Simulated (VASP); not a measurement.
Here is a VASP 6.6.1 calculation.

File POSCAR:

```
Cr
1.0
    3.4412579625      0.0000000000      0.0000000000
   -1.7206289813      2.9802168165      0.0000000000
    0.0000000000      0.0000000000      3.9042223541
Cr
3
Direct
    0.2254000000      0.0000000000      0.3333333333
    0.0000000000      0.2254000000      0.6666666667
    0.7746000000      0.7746000000      0.0000000000
```

Contents of INCAR.step1:

```
SYSTEM = Cr
PREC     = Accurate       ! precision mode
ENCUT    = 600            ! plane-wave cutoff, eV
ISMEAR   = 0              ! smearing method
SIGMA    = 0.1            ! smearing width, eV
LREAL    = .False.        ! projectors in reciprocal space
LASPH    = .True.         ! aspherical terms in the spheres
NELM     = 60             ! most SCF steps
GGA      = PE             ! functional
ALGO     = Normal         ! electronic algorithm
EDIFF    = 1E-4           ! SCF threshold, eV
LWAVE    = .True.         ! write WAVECAR
LCHARG   = .False.        ! write CHGCAR
```

Contents of INCAR.step2:

```
SYSTEM = Cr
PREC     = Accurate       ! precision mode
ENCUT    = 600            ! plane-wave cutoff, eV
EDIFF    = 1E-7           ! SCF threshold, eV
ISMEAR   = 0              ! smearing method
SIGMA    = 0.1            ! smearing width, eV
LREAL    = .False.        ! projectors in reciprocal space
LASPH    = .True.         ! aspherical terms in the spheres
NELM     = 60             ! most SCF steps
ALGO     = Normal         ! electronic algorithm
ISIF     = 3              ! what is computed and relaxed
LWAVE    = .False.        ! write WAVECAR
LCHARG   = .False.        ! write CHGCAR
METAGGA  = R2SCAN         ! meta-GGA
LMIXTAU  = .True.       
IBRION   = 2              ! ionic algorithm
NSW      = 90             ! ionic steps
EDIFFG   = -0.04          ! ionic threshold
ISTART   = 1
```

File KPOINTS:

```
regular mesh
0
Gamma
  6 6 4
  0 0 0
```

Potentials or basis: VASP PAW PBE potentials, release 64 (Cr_pv).

Command:

```sh
$ cat potpaw_PBE.64/Cr_pv/POTCAR > POTCAR
$ cp INCAR.step1 INCAR
$ mpirun -np 1 vasp_std > vasp.out
$ cp INCAR.step2 INCAR
$ mpirun -np 1 vasp_std > vasp.out
```

**Question.** Estimate the relaxed volume.

**Answer.** 11.34 Å³/atom.

**Question.** Predict the space group after relaxing (to 0.05 Å).

**Answer.** R-3m (No. 166).

**Question.** Predict the relaxed cell.

**Answer.** a = 3.958 Å, b = 3.958 Å, c = 2.507 Å, α = 90.00°, β = 90.00°, γ = 120.00°.

Stress tensor (GPa, compression positive):
```
 0.16  0.00  0.00
 0.00  0.16  0.00
 0.00  0.00 -0.11
```

Caveat: the k points lie up to 0.63 Å⁻¹ apart in the final cell; the volume moved by over 15 % at a fixed basis, so the end points are rough; the PAW data sets were made with another functional, which shifts forces and pressure a little; the run has no spin polarisation, though such a crystal can be magnetic. Spin polarisation is off, so any magnetic state and its effect on volume and gap are missing.
